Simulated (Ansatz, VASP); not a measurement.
**Two plane-wave programs on Ba**

```xyz
4
Lattice="4.6096 0.0000 0.0000 -2.3048 3.9920 0.0000 0.0000 0.0000 15.0636" Properties=species:S:1:pos:R:3 pbc="T T T"
Ba   -2.3048    3.9920   15.0636
Ba   -2.3048    3.9920    7.5318
Ba    0.0000    2.6613    3.7659
Ba    2.3048    1.3307   11.2977
```

Alike in both runs: functional RPBE; k mesh 8 × 8 × 3; occupations fermi-dirac, width 0.1 eV; no spin polarisation.

Ansatz relaxed the structure, and its values are those at the end. VASP's run is a single point on that final structure, the one shown.

|  | VASP | Ansatz |
| --- | --- | --- |
| version | VASP 6.6.1 | Ansatz 0.2.0 |
| potentials or method | VASP PAW PBE potentials, release 64 (Ba_sv), cutoff 520 eV | plane waves (420 eV) with PAW, scalar-relativistic |
| valence electrons in the cell | 40 | 40 |

|  | VASP | Ansatz | Ansatz less VASP |
| --- | --- | --- | --- |
| pressure (GPa) | 0.1 | 0.0 | -0.03 |

VASP's potentials were made for PBE, not for RPBE. The functional is the same, so the differences come from potentials, cutoffs and numerics.

Spin-orbit coupling is off throughout.
